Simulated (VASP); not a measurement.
The system is Ta.

```
Ta
1.0
     0.00000    2.89987    2.89987
     2.89987    0.00000    2.89987
     2.89987    2.89987    0.00000
Ta
2
Direct
  0.12500 0.12500 0.12500
  0.87500 0.87500 0.87500
```

This isn't the form of Ta at room conditions, which is bcc.

| Quantity | Value |
| --- | --- |
| Program | VASP 6.6.1 |
| Task | relaxation of cell and atoms |
| Functional | PBE |
| Potentials or basis | VASP PAW PBE potentials, release 64 (Ta_pv) |
| Cutoff | 600 eV |
| k mesh | 9 × 9 × 9 |
| Occupations | fermi-dirac, width 0.1 eV |
| Spin | no spin polarisation |

At the start: pressure 14.1 GPa; volume 24.39 Å³/atom.

Where does the relaxation end?

Over 4 steps the energy falls by 161.7 meV/atom and the volume is 28.48 Å³/atom (+16.8 %); space group Fd-3m (No. 227, to 0.1 Å) before and after.

The path:
| step | energy change (eV) | largest force (eV/Å) | pressure (GPa) | volume (Å³) |
| --- | --- | --- | --- | --- |
| 1 | 0.0000 | 0.0000 | 14.11 | 48.77 |
| 2 | -0.0943 | 0.0000 | -7.72 | 65.55 |
| 3 | -0.3234 | 0.0000 | -0.18 | 57.14 |
| 4 | -0.3234 | 0.0000 | 0.04 | 56.96 |

Final structure:
```
CELL_PARAMETERS angstrom
0.00000 3.05387 3.05387
3.05387 0.00000 3.05387
3.05387 3.05387 0.00000
ATOMIC_POSITIONS crystal
Ta 0.12500 0.12500 0.12500
Ta 0.87500 0.87500 0.87500
```

Caveat: the volume moved by over 15 % at a fixed basis, so the end points are rough.
